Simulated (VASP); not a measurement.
Set up this calculation in VASP 6.6.1, as the native input.

* Task: single point
* Functional: PBE
* Dispersion: D3(BJ)
* Potentials or basis: VASP PAW PBE potentials, release 64 (Mo_sv, S)
* Cutoff: 520 eV
* k mesh: 12 × 12 × 12
* Occupations: gaussian, width 0.05 eV
* Spin: no spin polarisation
* Dipole correction: no
* Further INCAR settings: ALGO = Normal; EDIFF = 1e-06; NBANDS = 20

The structure of MoS2 lies in POSCAR:

```
MoS2
1.0
    1.4977500000      0.8647263657      5.9978900580
   -1.4977500000      0.8647263657      5.9978900580
    0.0000000000     -1.7294527314      5.9978900580
Mo S
1 2
Direct
    0.0000172156      0.0000172156      0.0000172156
    0.7535368444      0.7535368444      0.7535368444
    0.5797459400      0.5797459400      0.5797459400
```

These files were run (other wordings do the same):

INCAR

```
PREC = Accurate ; ENCUT = 520
EDIFF = 1E-6 ; ISMEAR = 0
SIGMA = 0.05 ; LREAL = F
LASPH = T ; NELM = 100
ALGO = Normal ; ISIF = 2
LWAVE = F ; LCHARG = T
GGA = PE ; IVDW = 12
LELF = T ; LVHAR = T
NBANDS = 20
```

KPOINTS

```
Automatic mesh
0
Gamma
  12 12 12
```

Potentials or basis: VASP PAW PBE potentials, release 64 (Mo_sv, S).

Command:

```sh
$ cat potpaw_PBE.64/Mo_sv/POTCAR potpaw_PBE.64/S/POTCAR > POTCAR
$ mpirun -np 1 vasp_std > vasp.out
```

Results of the run:

- Pressure: 19.2 GPa
- Largest force: 1.175 eV/Å
- Band gap on the k mesh: 0.92 eV (least direct gap 2.24 eV)
- Dispersion energy per atom: -0.489 eV

Caveat: the cell stands under pressure; forces of over 1 eV/Å act on the atoms, so gaps and moduli don't describe the material at rest.

Wall time 14 min on 1 thread of Intel Xeon 8259CL, with other jobs on the host, peak memory 0.43 GiB.
